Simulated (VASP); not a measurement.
Set up this calculation in VASP 6.6.1, as the native input.

* Task: single point
* Functional: PBE
* Dispersion: D3(BJ)
* Potentials or basis: VASP PAW PBE potentials, release 64 (Hf_pv)
* Cutoff: 520 eV
* k mesh: 10 × 10 × 10
* Occupations: fermi-dirac, width 0.05 eV
* Spin: no spin polarisation
* Dipole correction: no
* Further INCAR settings: ALGO = Normal; EDIFF = 1e-06; NBANDS = 11

The structure of Hf lies in POSCAR:

```
Hf
1.0
    0.0000000000      2.2169348937      2.2169348937
    2.2169348937      0.0000000000      2.2169348937
    2.2169348937      2.2169348937      0.0000000000
Hf
1
Direct
    0.0000000000      0.0000000000      0.0000000000
```

One way to write it, as run:

INCAR

```
SYSTEM = Hf
PREC     = Accurate       ! precision mode
ENCUT    = 520            ! plane-wave cutoff, eV
EDIFF    = 1E-6           ! SCF threshold, eV
ISMEAR   = -1             ! smearing method
SIGMA    = 0.05           ! smearing width, eV
LREAL    = .FALSE.        ! projectors in reciprocal space
LASPH    = .TRUE.         ! aspherical terms in the spheres
NELM     = 60             ! most SCF steps
ALGO     = Normal         ! electronic algorithm
ISIF     = 2              ! what is computed and relaxed
LWAVE    = .FALSE.        ! write WAVECAR
LCHARG   = .FALSE.        ! write CHGCAR
GGA      = PE             ! functional
IVDW     = 12             ! dispersion correction
NBANDS   = 11             ! bands
```

KPOINTS

```
regular mesh
0
G
  10 10 10
  0 0 0
```

Potentials or basis: VASP PAW PBE potentials, release 64 (Hf_pv).

The run is started by

```sh
$ cat potpaw_PBE.64/Hf_pv/POTCAR > POTCAR
$ mpirun -np 1 vasp_std > vasp.out
```

It gave:

- Pressure: -0.4 GPa
- Band gap on the k mesh: zero (band 5 reaches 6.35 eV, above the bottom of band 6 at 4.53 eV)
- Dispersion energy per atom: -0.463 eV

Caveat: spin-orbit coupling is left out, which moves the levels of the heavy elements; pairwise dispersion overbinds metals, which lowers pressure and volume.

It took 14 s on 1 thread of AMD EPYC 7R13, on a shared host, peak memory 0.15 GiB.
